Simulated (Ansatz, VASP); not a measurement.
# ZrN: VASP beside Ansatz

```
Zr N
1.0
     3.24891    0.00000    0.00000
     0.00000    3.24891    0.00000
     0.00000    0.00000   24.18930
Zr N
5 5
Direct
  0.50000 0.50000 0.31495
  0.00000 0.00000 0.40503
  0.50000 0.50000 0.50000
  0.00000 0.00000 0.59497
  0.50000 0.50000 0.68505
  0.00000 0.00000 0.30744
  0.50000 0.50000 0.40525
  0.00000 0.00000 0.50000
  0.50000 0.50000 0.59475
  0.00000 0.00000 0.69256
```

Alike in both runs: functional PBE; k mesh 11 × 11 × 1; occupations gaussian, width 0.1 eV; no spin polarisation.

Ansatz relaxed the structure, and its values are those at the end. VASP's run is a single point on that final structure, the one shown.

|  | VASP | Ansatz |
| --- | --- | --- |
| version | VASP 6.6.1 | Ansatz 0.2.0 |
| potentials or method | VASP PAW PBE potentials, release 64 (Zr_sv, N), cutoff 520 eV | scalar-relativistic, plane waves, PAW |
| valence electrons in the cell | 85 | 85 |

|  | VASP | Ansatz | Ansatz less VASP |
| --- | --- | --- | --- |
| gap on the k mesh at the Fermi level (eV) | none | none | - |
| rms of the force components (eV/Å) | 0.009 | 0.007 | -0.0020 |
| work function, face that differs most (eV) | 2.33 | 2.33 | 0.000 |

A gap of «none» marks a metal or a gap that the smearing closes. Ansatz's warnings: vacuum density over bound, xc potential rough in thin density.
